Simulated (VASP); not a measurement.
Input of a VASP 6.6.1 run:

File INCAR:

```
SYSTEM = AlRu
  ALGO = Normal
  EDIFF = 1E-6
  EDIFFG = -0.005
  ENCUT = 600
  GGA = PE
  IBRION = 2
  ISIF = 3
  ISMEAR = -1
  LASPH = .TRUE.
  LCHARG = .FALSE.
  LREAL = .FALSE.
  LWAVE = .FALSE.
  NELM = 100
  NSW = 60
  PREC = Accurate
  PSTRESS = 600.0
  SIGMA = 0.05
```

KPOINTS

```
k-points
0
G
  11 11 6
  0 0 0
```

The input POSCAR:

```
AlRu
1.0
    3.3002539332      0.0000000000      0.0000000000
   -1.6501269666      2.8581037451      0.0000000000
    0.0000000000      0.0000000000      5.1153935966
Ru Al
2 2
Direct
    0.0000000000      0.0000000000      0.0000000000
    0.0000000000      0.0000000000      0.5000000000
    0.3333333333      0.6666666667      0.2500000000
    0.6666666667      0.3333333333      0.7500000000
```

Potentials or basis: VASP PAW PBE potentials, release 64 (Ru_pv, Al).

Launch:

```bash
$ cat potpaw_PBE.64/Ru_pv/POTCAR potpaw_PBE.64/Al/POTCAR > POTCAR
$ mpirun -np 1 vasp_std > vasp.out
```

Q: Estimate the relaxed volume.

A: 11.54 Å³/atom.

Q: What does it give for the relaxed cell?

A: a = 2.690 Å, b = 2.690 Å, c = 7.367 Å, α = 90.00°, β = 90.00°, γ = 120.00°.

Q: What does it give for the space group after relaxing (to 0.1 Å)?

A: P6_3/mmc (No. 194).

Q: What does it give for the band gap on the k mesh?

A: Zero (bands 17 and 18 overlap by 3.12 eV).

Final structure:
```
Ru Al
1.0
     2.68970    0.00000    0.00000
    -1.34485    2.32935    0.00000
     0.00000    0.00000    7.36694
Ru Al
2 2
Direct
  0.00000 0.00000 0.00000
  0.00000 0.00000 0.50000
  0.33333 0.66667 0.25000
  0.66667 0.33333 0.75000
```

Caveat: the cell is relaxed towards a set pressure, so the run minimises the enthalpy, not the energy; a cell axis changed by over 15 % at a fixed basis, so the end point is rough.
